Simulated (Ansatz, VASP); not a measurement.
## Two plane-wave programs on Co

```xyz
4
Lattice="2.4952 0.0000 0.0000 -1.2476 2.1609 0.0000 0.0000 0.0000 8.0817" Properties=species:S:1:pos:R:3 pbc="T T T"
Co    2.4952    0.0000    8.0817
Co    0.0000    0.0000    4.0409
Co    0.0000    1.4406    2.0204
Co    1.2476    0.7203    6.0613
```

Alike in both runs: functional PBE; k mesh 14 × 14 × 4; occupations fermi-dirac, width 0.05 eV; collinear spin.

Ansatz relaxed the structure, and its values are those at the end. VASP's run is a single point on that final structure, the one shown.

|  | VASP | Ansatz |
| --- | --- | --- |
| version | VASP 6.6.1 | Ansatz 0.2.0 |
| potentials or method | VASP PAW PBE potentials, release 64 (Co), cutoff 520 eV | plane waves (420 eV) with PAW, scalar-relativistic |
| valence electrons in the cell | 36 | 68 |

|  | VASP | Ansatz | Ansatz less VASP |
| --- | --- | --- | --- |
| pressure (GPa) | -0.8 | 0.0 | +0.81 |
| net moment per atom (μB) | 1.63 | 1.64 | +0.012 |
| size of the moment on the site where the two differ most (μB) | 1.66 | 1.72 | +0.066 |

Site moments also hang on the region over which each program counts them. The functional is the same, so the differences come from potentials, cutoffs and numerics. VASP's potentials hold 36 valence electrons a cell and Ansatz's 68, so a difference there can come from the potentials and not from the codes.
